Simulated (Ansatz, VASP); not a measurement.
## C: VASP beside Ansatz

```xyz
12
Lattice="-4.1809 0.0640 0.0118 2.1488 -3.9566 -0.0558 -0.0129 0.0599 4.5956" Properties=species:S:1:pos:R:3 pbc="T T T"
C     0.7941   -3.1798    1.5507
C    -1.2608   -0.6735    2.9899
C     1.4008   -3.1595    2.9592
C    -0.7634   -0.7988    1.5548
C    -2.8035   -0.6803    3.0786
C    -0.6657   -3.1837    1.4764
C    -3.3672   -0.6781    1.5633
C    -1.3818   -3.1096    3.0074
C    -2.7749   -1.9371    0.7437
C    -0.7991   -1.8352    3.8206
C     0.7585   -1.9146    3.8642
C    -1.4070   -1.8463    0.7010
```

Change from the starting cell: cell x1, atoms moved at random (sigma 0.05 Å) and cell strained at random (1.5 %), then relaxed without symmetry.

Alike in both runs: task relaxation of cell and atoms; functional PBE; k mesh 4 × 4 × 4; occupations gaussian, width 0.1 eV; no spin polarisation.

```csv
,VASP,Ansatz
version,VASP 6.6.1,Ansatz 0.2.0
potentials or method,"VASP PAW PBE potentials, release 64 (C), cutoff 600 eV","scalar-relativistic, plane waves, PAW"
valence electrons in the cell,48,48
```

|  | VASP | Ansatz | Ansatz less VASP |
| --- | --- | --- | --- |
| gap on the k mesh at the Fermi level, each at its own relaxed structure (eV) | 2.93 | 2.95 | +0.016 |
| relaxed volume (Å³/atom) | 6.10 | 6.11 | +0.002 |
| relaxed length of the cell vector where the two differ most in proportion (Å) | 4.580 | 4.581 | +0.0006 |

The k mesh is coarse, so the values compare programs but aren't converged.
